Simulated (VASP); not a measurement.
A run of VASP 6.6.1 is set up as follows.

File INCAR:

```
SYSTEM = Nb
PREC = Accurate ; ENCUT = 520
EDIFF = 1E-6 ; ISMEAR = -1
SIGMA = 0.05 ; LREAL = .False.
LASPH = .True. ; NELM = 150
ALGO = Normal ; ISIF = 2
LWAVE = .False. ; LCHARG = .False.
ISPIN = 2 ; MAGMOM = 1 1
LORBIT = 11 ; LMAXMIX = 4
GGA = PE ; NBANDS = 24
```

The input KPOINTS:

```
regular mesh
0
Gamma
  10 10 10
  0 0 0
```

The input POSCAR:

```
Nb
1.0
    0.0000000000      2.9929884910      2.9929884910
    2.9929884910      0.0000000000      2.9929884910
    2.9929884910      2.9929884910      0.0000000000
Nb
2
Direct
    0.1250000000      0.1250000000      0.1250000000
    0.8750000000      0.8750000000      0.8750000000
```

Potentials or basis: VASP PAW PBE potentials, release 64 (Nb_sv).

Launch:

```sh
$ cat potpaw_PBE.64/Nb_sv/POTCAR > POTCAR
$ mpirun -np 1 vasp_std > vasp.out
```

(1) What does it give for the band gap on the k mesh?

(2) Predict the net moment.

(3) Predict the pressure.

Answers

(1) zero (filled and empty bands overlap).

(2) 0.00 μB per cell.

(3) -2.4 GPa.
